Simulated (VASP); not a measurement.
Runs of VASP 6.6.1 on NaH. The structure is that of space group Fm-3m (No. 225), or close to it. The cells are those of the table. 

| task | cell | gap on the mesh (eV) | pressure (GPa) |
| --- | --- | --- | --- |
| single point | a = 3.390 Å, angles 60.0°, 2 atoms | 4.43 | -0.3 |
| relaxation of the atoms | atoms relaxed from a = 3.345 Å, angles 60.0°, 2 atoms | 4.50 | 0.9 |
| relaxation of the atoms | atoms relaxed from a = 3.457 Å, angles 60.0°, 2 atoms | 4.32 | -1.4 |
| single point | a = 3.368 Å, angles 60.0°, 2 atoms | 4.47 | (a) |
| relaxation of the atoms | atoms relaxed from a = 3.413 Å, angles 60.0°, 2 atoms | (b) | -0.6 |

Alike in all rows: level r2SCAN; potentials or basis VASP PAW PBE potentials, release 64 (Na_pv, H); no spin polarisation; k mesh 10 × 10 × 10; cutoff (eV) 520; smearing fermi-dirac 0.02 eV.

Fill in the values left out.

(a) 0.3; (b) 4.39.

Caveats: the PAW data sets were made with another functional, which shifts forces and pressure a little; the relaxation stopped at its first step, so nothing moved (some runs).

A k mesh can miss the band edges.
